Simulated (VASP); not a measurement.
Runs of VASP 6.6.1 on CaSe. The structure is that of space group Fm-3m (No. 225), or close to it. The cells are those of the table. 

| level | potentials or basis | cell | k mesh | smearing | gap on the mesh (eV) | pressure (GPa) |
| --- | --- | --- | --- | --- | --- | --- |
| PBEsol | VASP PAW PBE potentials, release 64 (Se, Ca_sv) | a = 4.180 Å, angles 60.0°, 2 atoms | 6 × 6 × 6 | fermi-dirac 0.05 eV | 1.92 | -0.9 |
| PBE | VASP PAW PBE potentials, release 64 (Se, Ca_sv) | a = 4.152 Å, angles 60.0°, 2 atoms | 8 × 8 × 8 | fermi-dirac 0.05 eV | (d) | 2.5 |
| PBEsol | VASP PAW PBE potentials, release 64 (Se, Ca_sv) | a = 4.262 Å, angles 60.0°, 2 atoms | 8 × 8 × 8 | fermi-dirac 0.05 eV | 2.06 | -3.4 |
| r2SCAN | VASP PAW PBE potentials, release 64 (Se, Ca_sv) | a = 4.180 Å, angles 60.0°, 2 atoms | 8 × 8 × 8 | fermi-dirac 0.05 eV | 2.49 | 0.9 |
| PBE | VASP PAW PBE potentials, release 64 (Se, Ca_sv) | a = 4.180 Å, angles 60.0°, 2 atoms | 8 × 8 × 8 | gaussian 0.1 eV | 2.02 | 1.3 |
| PBEsol | VASP PAW PBE potentials, release 64 (Se, Ca_sv) | a = 4.180 Å, angles 60.0°, 2 atoms | 8 × 8 × 8 | fermi-dirac 0.05 eV | 1.92 | -0.9 |
| PBEsol | VASP PAW PBE potentials, release 64 (Se, Ca_sv) | a = 4.180 Å, angles 60.0°, 2 atoms | 8 × 8 × 8 | gaussian 0.02 eV | 1.92 | -0.9 |
| r2SCAN | VASP PAW PBE potentials, release 64 (Se, Ca_sv) | a = 4.235 Å, angles 60.0°, 2 atoms | 8 × 8 × 8 | fermi-dirac 0.05 eV | 2.58 | (a) |
| LDA | VASP PAW LDA potentials, release 64 (Se, Ca_sv) | a = 4.180 Å, angles 60.0°, 2 atoms | 8 × 8 × 8 | fermi-dirac 0.05 eV | (b) | -2.9 |
| PBEsol | VASP PAW PBE potentials, release 64 (Se, Ca_sv) | a = 4.152 Å, angles 60.0°, 2 atoms | 8 × 8 × 8 | fermi-dirac 0.05 eV | 1.87 | (c) |

Alike in all rows: task single point; no spin polarisation; cutoff (eV) 520.

Task: Fill in the values left out.

Result: (a) -1.1; (b) 1.86; (c) 0.1; (d) 1.97.

Caveats: the PAW data sets were made with another functional, which shifts forces and pressure a little (some runs).

A k mesh can miss the band edges, and the runs leave out spin-orbit coupling on Se.
